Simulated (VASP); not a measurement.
Here is a VASP 6.6.1 calculation.

File INCAR:

```
SYSTEM = Pt
PREC = Accurate ; ENCUT = 520
EDIFF = 1E-7 ; ISMEAR = -1
SIGMA = 0.15 ; LREAL = .FALSE.
LASPH = .TRUE. ; NELM = 80
ALGO = Normal ; ISIF = 2
LWAVE = .FALSE. ; LCHARG = .FALSE.
NBANDS = 11
```

File KPOINTS:

```
Automatic mesh
0
G
  20 20 20
  0 0 0
```

Contents of POSCAR:

```
Pt
1.0
    0.0000000000      1.9486359904      1.9486359904
    1.9486359904      0.0000000000      1.9486359904
    1.9486359904      1.9486359904      0.0000000000
Pt
1
Direct
    0.0000000000      0.0000000000      0.0000000000
```

Potentials or basis: VASP PAW LDA potentials, release 64 (Pt).

Launch:

```bash
$ cat potpaw_LDA.64/Pt/POTCAR > POTCAR
$ mpirun -np 1 vasp_std > vasp.out
```

**Question.** What does it give for the pressure?

**Answer.** 0.7 GPa.

**Question.** Predict the band gap on the k mesh.

**Answer.** Zero (bands 5 and 6 overlap by 2.31 eV).

Caveat: spin-orbit coupling is left out, which moves the levels of the heavy elements.
